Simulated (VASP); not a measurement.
# Pd (Pm-3m) in VASP: a series of runs

Pd is run at these levels: revPBE; tasks: single point.

Program: VASP 6.6.1. These are calculated values, not measurements. Logs are shortened: lines on timing, memory, paths and dates and some standing lists are left out, and cuts for length are marked.

## 1. The cell of the first run

Symmetry: Pm-3m, No. 221, cubic system. The conventional cell has a = 2.526 Å, b = 2.526 Å, c = 2.526 Å, α = 90.00°, β = 90.00°, γ = 90.00°. Within 3.3 Å of Pd (site symmetry m-3m) lie 6 Pd at 2.53 Å.

## 2. Single point, revPBE (volume scaled by 0.88)

Contents of INCAR:

```
SYSTEM = Pd
ALGO = Normal ; EDIFF = 1E-6
ENCUT = 520 ; GGA = RE
ISIF = 2 ; ISMEAR = -1
LASPH = .True. ; LCHARG = .True.
LELF = .True. ; LREAL = .False.
LVHAR = .True. ; LWAVE = .False.
NBANDS = 11 ; NELM = 60
PREC = Accurate ; SIGMA = 0.1
```

Contents of KPOINTS:

```
k-points
0
Gamma
  13 13 13
  0 0 0
```

Contents of POSCAR:

```
Pd
1.0
    2.5261812534      0.0000000000      0.0000000000
    0.0000000000      2.5261812534      0.0000000000
    0.0000000000      0.0000000000      2.5261812534
Pd
1
Direct
    0.0000000000      0.0000000000      0.0000000000
```

Potentials or basis: VASP PAW PBE potentials, release 64 (Pd).

On the command line:

```console
cat potpaw_PBE.64/Pd/POTCAR > POTCAR
mpirun -np 1 vasp_std > vasp.out
```

OUTCAR:

```text
SYSTEM = Pd
   EDIFF = 1E-6
   ENCUT = 520
   GGA = RE
   ISIF = 2
   ISMEAR = -1
   LASPH = .True.
   LREAL = .False.
   NELM = 60
   PREC = Accurate

 ion  position               nearest neighbor table
   1  0.000  0.000  0.000-

  LATTYP: Found a simple cubic cell.
 ALAT       =     2.5261812534

  Lattice vectors:

 A1 = (   2.5261812534,   0.0000000000,   0.0000000000)
 A2 = (   0.0000000000,   2.5261812534,   0.0000000000)
 A3 = (   0.0000000000,   0.0000000000,   2.5261812534)

Analysis of symmetry for initial positions (statically):
=====================================================================
 Subroutine PRICEL returns:
 Original cell was already a primitive cell.

 Routine SETGRP: Setting up the symmetry group for a
 simple cubic supercell.

 Subroutine GETGRP returns: Found 48 space group operations
 (whereof 48 operations were pure point group operations)
 out of a pool of 48 trial point group operations.

The static configuration has the point symmetry O_h .

Analysis of symmetry for dynamics (positions and initial velocities):
=====================================================================
 Subroutine PRICEL returns:
 Original cell was already a primitive cell.

 Routine SETGRP: Setting up the symmetry group for a
 simple cubic supercell.

 Subroutine GETGRP returns: Found 48 space group operations
 (whereof 48 operations were pure point group operations)
 out of a pool of 48 trial point group operations.

The dynamic configuration has the point symmetry O_h .

 Subroutine INISYM returns: Found 48 space group operations
 (whereof 48 operations are pure point group operations),
 and found     1 'primitive' translations

----------------------------------------------------------------------------------------

                                     Primitive cell

  volume of cell :      16.1211

  direct lattice vectors                    reciprocal lattice vectors
     2.526181253  0.000000000  0.000000000     0.395854414  0.000000000  0.000000000
     0.000000000  2.526181253  0.000000000     0.000000000  0.395854414  0.000000000
     0.000000000  0.000000000  2.526181253     0.000000000  0.000000000  0.395854414

  length of vectors
     2.526181253  2.526181253  2.526181253     0.395854414  0.395854414  0.395854414

  position of ions in fractional coordinates (direct lattice)
     0.000000000  0.000000000  0.000000000

  ion indices of the primitive-cell ions
   primitive index   ion index
                 1           1

----------------------------------------------------------------------------------------

 KPOINTS: k-points

Automatic generation of k-mesh.
 Grid dimensions read from file:
 generate k-points for:   13   13   13

 Generating k-lattice:

  Cartesian coordinates                     Fractional coordinates (reciprocal lattice)
     0.030450340  0.000000000  0.000000000     0.076923077  0.000000000  0.000000000
     0.000000000  0.030450340  0.000000000     0.000000000  0.076923077  0.000000000
     0.000000000  0.000000000  0.030450340     0.000000000  0.000000000  0.076923077

  Length of vectors
     0.030450340  0.030450340  0.030450340

  Shift w.r.t. Gamma in fractional coordinates (k-lattice)
     0.000000000  0.000000000  0.000000000

 Subroutine IBZKPT returns following result:
 ===========================================

 Found     84 irreducible k-points:

 Following reciprocal coordinates:
            Coordinates               Weight
  0.000000  0.000000  0.000000      1.000000
  0.076923  0.000000  0.000000      6.000000
  0.153846  0.000000  0.000000      6.000000
  0.230769  0.000000  0.000000      6.000000
  0.307692  0.000000  0.000000      6.000000
  0.384615  0.000000  0.000000      6.000000
[... 16 lines left out ...]
  0.307692  0.307692  0.000000     12.000000
  0.384615  0.307692  0.000000     24.000000
 [... further k-points ...]
   k-points           NKPTS =     84   k-points in BZ     NKDIM =     84   number of bands    NBANDS=     11
   number of dos      NEDOS =    301   number of ions     NIONS =      1
   total plane-waves  NPLWV =   8000
   dimension x,y,z NGX =    20 NGY =   20 NGZ =   20
   dimension x,y,z NGXF=    40 NGYF=   40 NGZF=   40
   ions per type =               1
   NGX,Y,Z   is equivalent  to a cutoff of  13.16, 13.16, 13.16 a.u.
   NGXF,Y,Z  is equivalent  to a cutoff of  26.32, 26.32, 26.32 a.u.
 SYSTEM =  Pd
   PREC   = accura    normal or accurate (medium, high low for compatibility)
   ISTART =      0    job   : 0-new  1-cont  2-samecut
   ICHARG =      2    charge: 1-file 2-atom 10-const
   ISPIN  =      1    spin polarized calculation?
   LNONCOLLINEAR =      F non collinear calculations
   LSORBIT =      F    spin-orbit coupling
   LASPH  =      T    aspherical Exc in radial PAW
   ENCUT  =  520.0 eV  38.22 Ry    6.18 a.u.   4.70  4.70  4.70*2*pi/ulx,y,z
   NELM   =     60;   NELMIN=  2; NELMDL= -5     # of ELM steps
   EDIFF  = 0.1E-05   stopping-criterion for ELM
   LREAL  =      F    real-space projection
   EDIFFG = 0.1E-04   stopping-criterion for IOM
   NSW    =      0    number of steps for IOM
   IBRION =     -1    ionic relax: 0-MD 1-quasi-New 2-CG
   NFREE  =      0    steps in history (QN), initial steepest desc. (CG)
   ISIF   =      2    stress and relaxation
   ISYM   =      2    0-nonsym 1-usesym 2-fastsym
   POTIM  = 0.5000    time-step for ionic-motion
   TEBEG  =    0.0;   TEEND  =   0.0 temperature during run
   PSTRESS=    0.0 pullay stress
   NELECT =      10.0000    total number of electrons
   NUPDOWN=      -1.0000    fix difference up-down
   EMIN   =  10.00;   EMAX   =-10.00  energy-range for DOS
   EFERMI =   0.00;   METHOD = LEGACY
   ISMEAR =    -1;   SIGMA  =   0.10  broadening in eV -4-tet -1-fermi 0-gaus
   EFERMI_NEDOS =   21; number of points for ismear=-14 and -15
   IALGO  =     38    algorithm
   IMIX   =      4    mixing-type and parameters
     AMIX     =   0.40;   BMIX     =  1.00
     AMIX_MAG =   1.60;   BMIX_MAG =  1.00
  volume/ion in A,a.u.               =      16.12       108.79
  Fermi-wavevector in a.u.,A,eV,Ry     =   1.396187  2.638411 26.522364  1.949339
  Thomas-Fermi vector in A             =   2.519566
   LORBIT       =      0    0 simple, 1 ext, 2 COOP (PROOUT), +10 PAW based schemes
   GGA     = RE    functional components
   LHFCALC =     F    Hartree Fock is set to
   AEXX    =    0.0000 exact exchange contribution
   IVDW    =     0    specifies the selected vdW correction
   LEPSILON=     F    determine dielectric tensor
   LRPA    =     F    only Hartree local field effects (RPA)
 non-spin polarized calculation
  energy-cutoff  :      520.00
  volume of cell :       16.12
 maximum number of plane-waves:       461
 NGX is ok and might be reduce to    20
   NGX =  9   NGY =  9   NGZ =  9

 number of electron      10.0000000 magnetization

 number of electron       9.9999996 magnetization

 Free energy of the ion-electron system (eV)
  ---------------------------------------------------
  ext. energy  EPLUGINS =         0.00000000
  ---------------------------------------------------
  free energy    TOTEN  =        -4.18221023 eV

  energy without entropy =       -4.14294925  energy(sigma->0) =       -4.16257974

 E-fermi :   8.7694     XC(G=0): -12.4219

 val. band max:        8.7664060320   @ k =   0.0769   0.0000   0.0000
 cond. band min:       8.7780348788   @ k =   0.3846   0.3846   0.2308
 fundamental gap:      0.0116288468
 Fermi energy:         8.7693606353

 k-point     1 :       0.0000    0.0000    0.0000
  band No.  band energies     occupation
      1       2.1486      2.00000
      2       3.5643      2.00000
      3       3.5643      2.00000
      4       8.7568      1.06297
      5       8.7568      1.06297
      6       8.7568      1.06296
      7      25.9458      0.00000
      8      25.9458      0.00000
      9      25.9458      0.00000
     10      32.8039      0.00000
     11      32.8106      0.00000

 k-point     2 :       0.0769    0.0000    0.0000
  band No.  band energies     occupation
      1       2.3126      2.00000
      2       3.5938      2.00000
      3       3.7061      2.00000
      4       8.6361      1.58260
      5       8.6361      1.58259
      6       8.7664      1.01477
      7      24.7138      0.00000
      8      26.2259      0.00000
      9      26.2259      0.00000
     10      32.2857      0.00000
     11      32.8610      0.00000

 k-point     3 :       0.1538    0.0000    0.0000
  band No.  band energies     occupation
      1       2.7350      2.00000
      2       3.6764      2.00000
      3       4.1711      2.00000
      4       8.3152      1.97891
      5       8.3152      1.97891
      6       8.7931      0.88171
      7      22.3651      0.00000
      8      27.0164      0.00000
      9      27.0164      0.00000
     10      31.1036      0.00000
     11      32.7765      0.00000

 k-point     4 :       0.2308    0.0000    0.0000
  band No.  band energies     occupation
      1       3.2478      2.00000
      2       3.7956      2.00000
      3       5.0350      2.00000
      4       7.8922      1.99969
      5       7.8922      1.99969
      6       8.8310      0.70110
      7      19.9227      0.00000
      8      28.1939      0.00000
      9      28.1939      0.00000
     10      29.7834      0.00000
     11      32.5176      0.00000
[... 239 lines left out ...]
 k-point    22 :       0.4615    0.2308    0.0000
  band No.  band energies     occupation
      1       4.4662      2.00000
      2       4.7327      2.00000
      3       6.3152      2.00000
      4       7.1198      2.00000
      5       8.1521      1.99584
      6      11.2606      0.00000
      7      14.6825      0.00000
      8      25.2150      0.00000
      9      27.2372      0.00000
     10      30.3527      0.00000
     11      34.8822      0.00000

 k-point    23 :       0.3077    0.3077    0.0000
  band No.  band energies     occupation
      1       4.3150      2.00000
      2       4.6315      2.00000
      3       6.8719      2.00000
      4       7.6165      1.99998
      5       7.7376      1.99993
      6       9.0065      0.17081
      7      18.5357      0.00000
      8      21.7338      0.00000
      9      28.3927      0.00000
     10      32.4830      0.00000
     11      33.1127      0.00000

 k-point    24 :       0.3846    0.3077    0.0000
  band No.  band energies     occupation
      1       4.2148      2.00000
      2       4.5660      2.00000
      3       7.3642      2.00000
      4       7.4233      2.00000
      5       7.7416      1.99993
      6      10.4548      0.00000
      7      16.8569      0.00000
      8      22.3075      0.00000
      9      26.8803      0.00000
     10      31.7496      0.00000
     11      34.2426      0.00000

 [... further k-points ...]

------------------------ aborting loop because EDIFF is reached ----------------------------------------

  FORCE on cell =-STRESS in cart. coord.  units (eV):
  Direction    XX          YY          ZZ          XY          YZ          ZX
  --------------------------------------------------------------------------------------
  -------------------------------------------------------------------------------------
  Total        1.9083135      1.9083135      1.9083135      0.0000000     -0.0000000     -0.0000000
  in kB      189.6560898    189.6560898    189.6560898      0.0000000     -0.0000000     -0.0000000
  external PRESSURE =     189.6560898 kB  Pullay stress =       0.0000000 kB

 VOLUME and BASIS-vectors are now :
 -----------------------------------------------------------------------------
  energy-cutoff  :      520.00
  volume of cell :       16.12
      direct lattice vectors                 reciprocal lattice vectors
     2.526181253  0.000000000  0.000000000     0.395854414  0.000000000  0.000000000
     0.000000000  2.526181253  0.000000000     0.000000000  0.395854414  0.000000000
     0.000000000  0.000000000  2.526181253     0.000000000  0.000000000  0.395854414

 POSITION                                       TOTAL-FORCE (eV/Angst)
 -----------------------------------------------------------------------------------
      0.00000      0.00000      0.00000         0.000000      0.000000      0.000000
 -----------------------------------------------------------------------------------
    total drift:                                0.000000      0.000000      0.000000

  FREE ENERGIE OF THE ION-ELECTRON SYSTEM (eV)
  ---------------------------------------------------
  free  energy   TOTEN  =        -4.1822102296 eV

  energy  without entropy=       -4.1429492485  energy(sigma->0) =       -4.16257974
```

Run time: 6.6 s. Hardware: 1 thread of Intel Xeon Platinum 8488C (Sapphire Rapids), shared host; peak memory 0.13 GiB.

Results:

```
Free energy            : -4.1822 eV
Pressure               : 19.0 GPa
Band gap on the k mesh : zero (band 5 reaches 10.03 eV, above the bottom of band 6 at 8.04 eV)
```

Levels at points of the mesh, in eV from the Fermi level:
| k point | band 2 | band 3 | band 4 | band 5 | band 6 | band 7 | band 8 | band 9 |
| --- | --- | --- | --- | --- | --- | --- | --- | --- |
| (0.00, 0.00, 0.00) | -5.21 | -5.21 | -0.01 | -0.01 | -0.01 | 17.18 | 17.18 | 17.18 |

Caveat: the PAW data sets were made with another functional, which shifts forces and pressure a little.

## 3. Single point, revPBE (volume scaled by 0.92)

Contents of INCAR:

```
SYSTEM = Pd
ALGO = Normal
EDIFF = 1E-6
ENCUT = 520
GGA = RE
ISIF = 2
ISMEAR = -1
LASPH = .True.
LCHARG = .False.
LREAL = .False.
LWAVE = .False.
NBANDS = 11
NELM = 80
PREC = Accurate
SIGMA = 0.1
```

KPOINTS is that of step 2.

Contents of POSCAR:

```
Pd
1.0
    2.5638910108      0.0000000000      0.0000000000
    0.0000000000      2.5638910108      0.0000000000
    0.0000000000      0.0000000000      2.5638910108
Pd
1
Direct
    0.0000000000      0.0000000000      0.0000000000
```

Potentials or basis: VASP PAW PBE potentials, release 64 (Pd).

On the command line:

```console
cat potpaw_PBE.64/Pd/POTCAR > POTCAR
mpirun -np 1 vasp_std > vasp.out
```

It took 6.5 s on 1 thread of Intel Xeon Platinum 8488C (Sapphire Rapids), shared host; peak memory 0.13 GiB.

Results (log left out):

| Item | Value |
| --- | --- |
| Free energy | -4.2498 eV |
| Pressure | 10.8 GPa |
| Band gap on the k mesh | zero (band 5 reaches 9.25 eV, above the bottom of band 6 at 7.41 eV) |

Levels at points of the mesh, in eV from the Fermi level:
| k point | band 1 | band 2 | band 3 | band 4 | band 5 | band 6 | band 7 | band 8 | band 9 | band 10 |
| --- | --- | --- | --- | --- | --- | --- | --- | --- | --- | --- |
| (0.00, 0.00, 0.00) | -6.30 | -4.88 | -4.88 | -0.03 | -0.03 | -0.03 | 16.85 | 16.85 | 16.85 | 23.44 |

Caveat: the PAW data sets were made with another functional, which shifts forces and pressure a little.

(Part 1 of 2 ends here.)
